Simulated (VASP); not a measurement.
# Na (Im-3m) in VASP: notebook

Runs on Na. Level: PBE. Tasks: single point, relaxation of cell and atoms.

All numbers are computed with VASP 6.6.1; they aren't measurements. Logs are shortened: lines on timing, memory, paths and dates and some standing lists are left out, and cuts for length are marked.

### Step 1. The cell of the first run

The structure is cubic, space group Im-3m (No. 229). Conventional cell: a = 3.548 Å, b = 3.548 Å, c = 3.548 Å, α = 90.00°, β = 90.00°, γ = 90.00°. Within 4.0 Å of Na (site symmetry m-3m) lie 14 Na at 3.07 to 3.55 Å.

### Step 2. Single point, PBE

The input, INCAR:

```
  ALGO = Normal
  EDIFF = 1E-6
  ENCUT = 500
  GGA = PE
  GGA_COMPAT = False
  ISIF = 2
  ISMEAR = 1
  LASPH = True
  LCHARG = False
  LREAL = False
  LWAVE = False
  NBANDS = 10
  NELM = 120
  PREC = Accurate
  SIGMA = 0.1
```

The input, KPOINTS:

```
k-points
0
Gamma
  13 13 13
```

The input, POSCAR:

```
Na
1.0
   -1.7741427881      1.7741427881      1.7741427881
    1.7741427881     -1.7741427881      1.7741427881
    1.7741427881      1.7741427881     -1.7741427881
Na
1
Direct
    0.0000000000      0.0000000000      0.0000000000
```

Potentials or basis: VASP PAW PBE potentials, release 64 (Na_pv).

Run with:

```bash
$ cat potpaw_PBE.64/Na_pv/POTCAR > POTCAR
$ mpirun -np 1 vasp_std > vasp.out
```

OUTCAR:

```text
EDIFF = 1E-6
   ENCUT = 500
   GGA = PE
   ISIF = 2
   ISMEAR = 1
   LASPH = True
   LREAL = False
   NELM = 120
   PREC = Accurate

 ion  position               nearest neighbor table
   1  0.000  0.000  0.000-

  LATTYP: Found a body centered cubic cell.
 ALAT       =     3.5482855762

  Lattice vectors:

 A1 = (  -1.7741427881,   1.7741427881,   1.7741427881)
 A2 = (   1.7741427881,  -1.7741427881,   1.7741427881)
 A3 = (   1.7741427881,   1.7741427881,  -1.7741427881)

Analysis of symmetry for initial positions (statically):
=====================================================================
 Subroutine PRICEL returns:
 Original cell was already a primitive cell.

 Routine SETGRP: Setting up the symmetry group for a
 body centered cubic supercell.

 Subroutine GETGRP returns: Found 48 space group operations
 (whereof 48 operations were pure point group operations)
 out of a pool of 48 trial point group operations.

The static configuration has the point symmetry O_h .

Analysis of symmetry for dynamics (positions and initial velocities):
=====================================================================
 Subroutine PRICEL returns:
 Original cell was already a primitive cell.

 Routine SETGRP: Setting up the symmetry group for a
 body centered cubic supercell.

 Subroutine GETGRP returns: Found 48 space group operations
 (whereof 48 operations were pure point group operations)
 out of a pool of 48 trial point group operations.

The dynamic configuration has the point symmetry O_h .

 Subroutine INISYM returns: Found 48 space group operations
 (whereof 48 operations are pure point group operations),
 and found     1 'primitive' translations

----------------------------------------------------------------------------------------

                                     Primitive cell

  volume of cell :      22.3370

  direct lattice vectors                    reciprocal lattice vectors
    -1.774142788  1.774142788  1.774142788     0.000000000  0.281826245  0.281826245
     1.774142788 -1.774142788  1.774142788     0.281826245  0.000000000  0.281826245
     1.774142788  1.774142788 -1.774142788     0.281826245  0.281826245  0.000000000

  length of vectors
     3.072905449  3.072905449  3.072905449     0.398562498  0.398562498  0.398562498

  position of ions in fractional coordinates (direct lattice)
     0.000000000  0.000000000  0.000000000

  ion indices of the primitive-cell ions
   primitive index   ion index
                 1           1

----------------------------------------------------------------------------------------

 KPOINTS: k-points

Automatic generation of k-mesh.
 Grid dimensions read from file:
 generate k-points for:   13   13   13

 Generating k-lattice:

  Cartesian coordinates                     Fractional coordinates (reciprocal lattice)
     0.000000000  0.021678942  0.021678942     0.076923077  0.000000000  0.000000000
     0.021678942  0.000000000  0.021678942     0.000000000  0.076923077  0.000000000
     0.021678942  0.021678942  0.000000000     0.000000000  0.000000000  0.076923077

  Length of vectors
     0.030658654  0.030658654  0.030658654

  Shift w.r.t. Gamma in fractional coordinates (k-lattice)
     0.000000000  0.000000000  0.000000000

 Subroutine IBZKPT returns following result:
 ===========================================

 Found     84 irreducible k-points:

 Following reciprocal coordinates:
            Coordinates               Weight
  0.000000  0.000000  0.000000      1.000000
  0.076923  0.000000  0.000000     12.000000
  0.153846  0.000000  0.000000     12.000000
  0.230769  0.000000  0.000000     12.000000
  0.307692  0.000000  0.000000     12.000000
  0.384615  0.000000  0.000000     12.000000
[... 16 lines left out ...]
  0.153846  0.076923  0.076923     24.000000
  0.230769  0.076923  0.076923     24.000000
 [... further k-points ...]
   k-points           NKPTS =     84   k-points in BZ     NKDIM =     84   number of bands    NBANDS=     10
   number of dos      NEDOS =    301   number of ions     NIONS =      1
   total plane-waves  NPLWV =  13824
   dimension x,y,z NGX =    24 NGY =   24 NGZ =   24
   dimension x,y,z NGXF=    48 NGYF=   48 NGZF=   48
   ions per type =               1
   NGX,Y,Z   is equivalent  to a cutoff of  12.98, 12.98, 12.98 a.u.
   NGXF,Y,Z  is equivalent  to a cutoff of  25.97, 25.97, 25.97 a.u.
 SYSTEM =  unknown system
   PREC   = accura    normal or accurate (medium, high low for compatibility)
   ISTART =      0    job   : 0-new  1-cont  2-samecut
   ICHARG =      2    charge: 1-file 2-atom 10-const
   ISPIN  =      1    spin polarized calculation?
   LNONCOLLINEAR =      F non collinear calculations
   LSORBIT =      F    spin-orbit coupling
   LASPH  =      T    aspherical Exc in radial PAW
   ENCUT  =  500.0 eV  36.75 Ry    6.06 a.u.   5.60  5.60  5.60*2*pi/ulx,y,z
   NELM   =    120;   NELMIN=  2; NELMDL= -5     # of ELM steps
   EDIFF  = 0.1E-05   stopping-criterion for ELM
   LREAL  =      F    real-space projection
   EDIFFG = 0.1E-04   stopping-criterion for IOM
   NSW    =      0    number of steps for IOM
   IBRION =     -1    ionic relax: 0-MD 1-quasi-New 2-CG
   NFREE  =      0    steps in history (QN), initial steepest desc. (CG)
   ISIF   =      2    stress and relaxation
   ISYM   =      2    0-nonsym 1-usesym 2-fastsym
   POTIM  = 0.5000    time-step for ionic-motion
   TEBEG  =    0.0;   TEEND  =   0.0 temperature during run
   PSTRESS=    0.0 pullay stress
   NELECT =       7.0000    total number of electrons
   NUPDOWN=      -1.0000    fix difference up-down
   EMIN   =  10.00;   EMAX   =-10.00  energy-range for DOS
   EFERMI =   0.00;   METHOD = LEGACY
   ISMEAR =     1;   SIGMA  =   0.10  broadening in eV -4-tet -1-fermi 0-gaus
   EFERMI_NEDOS =   21; number of points for ismear=-14 and -15
   IALGO  =     38    algorithm
   IMIX   =      4    mixing-type and parameters
     AMIX     =   0.40;   BMIX     =  1.00
     AMIX_MAG =   1.60;   BMIX_MAG =  1.00
  volume/ion in A,a.u.               =      22.34       150.74
  Fermi-wavevector in a.u.,A,eV,Ry     =   1.111985  2.101347 16.823750  1.236511
  Thomas-Fermi vector in A             =   2.248554
   LORBIT       =      0    0 simple, 1 ext, 2 COOP (PROOUT), +10 PAW based schemes
   GGA     = PE    functional components
   LHFCALC =     F    Hartree Fock is set to
   AEXX    =    0.0000 exact exchange contribution
   IVDW    =     0    specifies the selected vdW correction
   LEPSILON=     F    determine dielectric tensor
   LRPA    =     F    only Hartree local field effects (RPA)
 non-spin polarized calculation
 Methfessel and Paxton  Order N= 1 SIGMA  =   0.10
  energy-cutoff  :      500.00
  volume of cell :       22.34
 maximum number of plane-waves:       579
   NGX = 11   NGY = 11   NGZ = 11

 number of electron       6.9999987 magnetization

 Free energy of the ion-electron system (eV)
  ---------------------------------------------------
  ext. energy  EPLUGINS =         0.00000000
  ---------------------------------------------------
  free energy    TOTEN  =        -1.00342602 eV

  energy without entropy =       -1.00256275  energy(sigma->0) =       -1.00313826

 E-fermi :   2.3676     XC(G=0):  -7.9962

 val. band max:        2.2501090179   @ k =  -0.3077   0.3077   0.3077
 cond. band min:       2.3779731290   @ k =  -0.3846   0.4615   0.0769
 fundamental gap:      0.1278641111
 Fermi energy:         2.3675793550

 k-point     1 :       0.0000    0.0000    0.0000
  band No.  band energies     occupation
      1     -22.4526      2.00000
      2     -22.4526      2.00000
      3     -22.4526      2.00000
      4      -2.2380      2.00000
      5      17.6888      0.00000
      6      17.6888      0.00000
      7      17.6888      0.00000
      8      19.0565      0.00000
      9      19.0566      0.00000
     10      19.8974      0.00000

 k-point     2 :       0.0769    0.0000    0.0000
  band No.  band energies     occupation
      1     -22.4639      2.00000
      2     -22.4559      2.00000
      3     -22.4527      2.00000
      4      -2.0873      2.00000
      5      16.0252      0.00000
      6      16.7921      0.00000
      7      17.4743      0.00000
      8      18.1395      0.00000
      9      18.3977      0.00000
     10      20.9012      0.00000

 k-point     3 :       0.1538    0.0000    0.0000
  band No.  band energies     occupation
      1     -22.4950      2.00000
      2     -22.4651      2.00000
      3     -22.4530      2.00000
      4      -1.6398      2.00000
      5      13.3860      0.00000
      6      15.5234      0.00000
      7      17.0013      0.00000
      8      17.0810      0.00000
      9      18.3308      0.00000
     10      21.7460      0.00000

 k-point     4 :       0.2308    0.0000    0.0000
  band No.  band energies     occupation
      1     -22.5382      2.00000
      2     -22.4781      2.00000
      3     -22.4533      2.00000
      4      -0.9083      2.00000
      5      10.8797      0.00000
      6      14.4449      0.00000
      7      16.2206      0.00000
      8      16.5031      0.00000
      9      18.1093      0.00000
     10      22.0815      0.00000
[... 222 lines left out ...]
 k-point    22 :       0.0769    0.0769    0.0769
  band No.  band energies     occupation
      1     -22.5162      2.00000
      2     -22.4603      2.00000
      3     -22.4603      2.00000
      4      -1.3450      2.00000
      5      13.1628      0.00000
      6      13.1628      0.00000
      7      15.8546      0.00000
      8      19.2243      0.00000
      9      19.2243      0.00000
     10      20.7449      0.00000

 k-point    23 :       0.1538    0.0769    0.0769
  band No.  band energies     occupation
      1     -22.5525      2.00000
      2     -22.4741      2.00000
      3     -22.4614      2.00000
      4      -0.6203      2.00000
      5      10.9130      0.00000
      6      12.1376      0.00000
      7      14.9348      0.00000
      8      18.9626      0.00000
      9      19.5705      0.00000
     10      22.2218      0.00000

 k-point    24 :       0.2308    0.0769    0.0769
  band No.  band energies     occupation
      1     -22.5876      2.00000
      2     -22.4916      2.00000
      3     -22.4626      2.00000
      4       0.3672      2.00000
      5       8.7191      0.00000
      6      11.3699      0.00000
      7      14.2325      0.00000
      8      18.3604      0.00000
      9      19.6713      0.00000
     10      23.0882      0.00000

 [... further k-points ...]

------------------------ aborting loop because EDIFF is reached ----------------------------------------

  FORCE on cell =-STRESS in cart. coord.  units (eV):
  Direction    XX          YY          ZZ          XY          YZ          ZX
  --------------------------------------------------------------------------------------
  -------------------------------------------------------------------------------------
  Total        1.3800858      1.3800858      1.3800858      0.0000000      0.0000000     -0.0000000
  in kB       98.9899185     98.9899185     98.9899185      0.0000000      0.0000000     -0.0000000
  external PRESSURE =      98.9899185 kB  Pullay stress =       0.0000000 kB

 VOLUME and BASIS-vectors are now :
 -----------------------------------------------------------------------------
  energy-cutoff  :      500.00
  volume of cell :       22.34
      direct lattice vectors                 reciprocal lattice vectors
    -1.774142788  1.774142788  1.774142788     0.000000000  0.281826245  0.281826245
     1.774142788 -1.774142788  1.774142788     0.281826245  0.000000000  0.281826245
     1.774142788  1.774142788 -1.774142788     0.281826245  0.281826245  0.000000000

 POSITION                                       TOTAL-FORCE (eV/Angst)
 -----------------------------------------------------------------------------------
      0.00000      0.00000      0.00000         0.000000      0.000000      0.000000
 -----------------------------------------------------------------------------------
    total drift:                               -0.000000      0.000000      0.000000

  FREE ENERGIE OF THE ION-ELECTRON SYSTEM (eV)
  ---------------------------------------------------
  free  energy   TOTEN  =        -1.0034260227 eV

  energy  without entropy=       -1.0025627492  energy(sigma->0) =       -1.00313826
```

Wall time 3.9 s (1 thread of Intel Xeon 6975P-C (Granite Rapids), shared host); peak memory 0.13 GiB.

What came out:

```yaml
Free_energy: -1.0034 eV
Pressure: 9.9 GPa
Band_gap_on_the_k_mesh: zero (an odd number of electrons rules out a gap without spin polarisation)
```

Caveat: the cell stands under pressure.

### Step 3. Single point, PBE

This run uses another cell than the first one, of 36.77 Å³/atom.

The input, INCAR:

```
SYSTEM = Na
PREC = Accurate
ENCUT = 500
EDIFF = 1E-6
ISMEAR = 1
SIGMA = 0.1
LREAL = .FALSE.
LASPH = .TRUE.
NELM = 120
ALGO = Normal
ISIF = 2
LWAVE = .FALSE.
LCHARG = .FALSE.
GGA = PE
NBANDS = 10
GGA_COMPAT = .FALSE.
```

The input, KPOINTS:

```
regular mesh
0
G
  13 13 13
  0 0 0
```

The input, POSCAR:

```
Na
1.0
   -2.0948548733      2.0948548733      2.0948548733
    2.0948548733     -2.0948548733      2.0948548733
    2.0948548733      2.0948548733     -2.0948548733
Na
1
Direct
    0.0000000000      0.0000000000      0.0000000000
```

Potentials or basis: VASP PAW PBE potentials, release 64 (Na_pv).

Run with:

```bash
$ cat potpaw_PBE.64/Na_pv/POTCAR > POTCAR
$ mpirun -np 1 vasp_std > vasp.out
```

Wall time 7.6 s (1 thread of Intel Xeon 6975P-C (Granite Rapids), shared host); peak memory 0.15 GiB.

Results (log left out):

* Free energy: -1.3098 eV
* Pressure: 0.0 GPa
* Band gap on the k mesh: zero (an odd number of electrons rules out a gap without spin polarisation)

Levels at points of the mesh, in eV from the Fermi level:
```csv
k point,band 1,band 2,band 3,band 4,band 5,band 6,band 7,band 8
"(0.00, 0.00, 0.00)",-24.94,-24.94,-24.94,-3.34,11.74,11.74,11.74,12.75
```

### Step 4. Relaxation of cell and atoms, PBE

This run uses another cell than the first one, of 39.20 Å³/atom.

The input, INCAR:

```
PREC = Accurate
ENCUT = 500
EDIFF = 1E-7
ISMEAR = 1
SIGMA = 0.1
LREAL = F
LASPH = T
NELM = 120
ALGO = Normal
ISIF = 3
LWAVE = F
LCHARG = F
GGA = PE
IBRION = 2
NSW = 80
EDIFFG = -0.02
GGA_COMPAT = F
NELMIN = 4
```

The input, KPOINTS:

```
Automatic mesh
0
Gamma
  13 13 13
```

The input, POSCAR:

```
Na
1.0
   -2.1400000000      2.1400000000      2.1400000000
    2.1400000000     -2.1400000000      2.1400000000
    2.1400000000      2.1400000000     -2.1400000000
Na
1
Direct
    0.0000000000      0.0000000000      0.0000000000
```

Potentials or basis: VASP PAW PBE potentials, release 64 (Na_pv).

Run with:

```bash
$ cat potpaw_PBE.64/Na_pv/POTCAR > POTCAR
$ mpirun -np 1 vasp_std > vasp.out
```

OUTCAR:

```text
PREC = Accurate
   ENCUT = 500
   EDIFF = 1E-7
   ISMEAR = 1
   LREAL = F
   LASPH = T
   NELM = 120
   ISIF = 3
   GGA = PE
   IBRION = 2
   NSW = 80
   EDIFFG = -0.02
   NELMIN = 4

 ion  position               nearest neighbor table
   1  0.000  0.000  0.000-

  LATTYP: Found a body centered cubic cell.
 ALAT       =     4.2800000000

  Lattice vectors:

 A1 = (  -2.1400000000,   2.1400000000,   2.1400000000)
 A2 = (   2.1400000000,  -2.1400000000,   2.1400000000)
 A3 = (   2.1400000000,   2.1400000000,  -2.1400000000)

Analysis of symmetry for initial positions (statically):
=====================================================================
 Subroutine PRICEL returns:
[... 250 lines left out ...]
 E-fermi :   0.3908     XC(G=0):  -6.5191

 val. band max:        0.3079183959   @ k =  -0.3077   0.3077   0.3077
 cond. band min:       0.4018060442   @ k =  -0.3846   0.4615   0.0769
 fundamental gap:      0.0938876483
 Fermi energy:         0.3908275852

 k-point     1 :       0.0000    0.0000    0.0000
  band No.  band energies     occupation
      1     -24.5489      2.00000
      2     -24.5489      2.00000
      3     -24.5489      2.00000
      4      -2.9441      2.00000
      5      12.1224      0.00000
      6      12.1224      0.00000
      7      12.1224      0.00000
[... 221 lines left out ...]
 k-point    24 :       0.2308    0.0769    0.0769
  band No.  band energies     occupation
      1     -24.5746      2.00000
      2     -24.5569      2.00000
      3     -24.5506      2.00000
      4      -1.0900      2.00000
      5       5.2253      0.00000
      6       7.3563      0.00000
      7       8.4588      0.00000

 [... further k-points ...]

------------------------ aborting loop because EDIFF is reached ----------------------------------------

  FORCE on cell =-STRESS in cart. coord.  units (eV):
  Direction    XX          YY          ZZ          XY          YZ          ZX
  --------------------------------------------------------------------------------------
  -------------------------------------------------------------------------------------
  Total        0.0036769      0.0036769      0.0036769     -0.0000000      0.0000000     -0.0000000
  in kB        0.1599459      0.1599459      0.1599459     -0.0000000      0.0000000     -0.0000000
  external PRESSURE =       0.1599459 kB  Pullay stress =       0.0000000 kB
[... 16 lines left out ...]
  FREE ENERGIE OF THE ION-ELECTRON SYSTEM (eV)
  ---------------------------------------------------
  free  energy   TOTEN  =        -1.3100867425 eV

  energy  without entropy=       -1.3094933061  energy(sigma->0) =       -1.30988893

 reached required accuracy - stopping structural energy minimisation
```

CONTCAR:

```text
Na
   1.00000000000000
    -2.0959807032930824    2.0959807032930824    2.0959807032930824
     2.0959807032930824   -2.0959807032930824    2.0959807032930824
     2.0959807032930824    2.0959807032930824   -2.0959807032930824
  Na
     1
Direct
     0.0000000000000000    0.0000000000000000    0.0000000000000000

  0.00000000E+00  0.00000000E+00  0.00000000E+00
```

Wall time 17 s (1 thread of Intel Xeon 6975P-C (Granite Rapids), shared host); peak memory 0.15 GiB.

What came out:

```yaml
Free_energy: -1.3101 eV
Relaxed_volume: 36.83 Å³/atom
Relaxed_cell: a = 3.630 Å, b = 3.630 Å, c = 3.630 Å, α = 109.47°, β = 109.47°, γ = 109.47°
Space_group_after_relaxing_to_0.1_Å: Im-3m (No. 229)
Energy_gained_by_relaxing: 3.2 meV/atom
Ionic_steps: 3
Pressure_after_relaxing: 0.0 GPa
Band_gap_on_the_k_mesh: zero (an odd number of electrons rules out a gap without spin polarisation)
```

Step by step:
```
step  energy change (eV)  largest force (eV/Å)  pressure (GPa)  volume (Å³)
   1              0.0000                0.0000           -0.44        39.20
   2             -0.0014                0.0000           -0.33        38.60
   3             -0.0032                0.0000            0.02        36.83
```

Final structure:
```
Na
1.0
    -2.09598    2.09598    2.09598
     2.09598   -2.09598    2.09598
     2.09598    2.09598   -2.09598
Na
1
Direct
  0.00000 0.00000 0.00000
```

Levels at points of the mesh, in eV from the Fermi level:
| k point | band 1 | band 2 | band 3 | band 4 | band 5 | band 6 | band 7 |
| --- | --- | --- | --- | --- | --- | --- | --- |
| (0.00, 0.00, 0.00) | -24.94 | -24.94 | -24.94 | -3.33 | 11.73 | 11.73 | 11.73 |

[end of part 1 of 2]
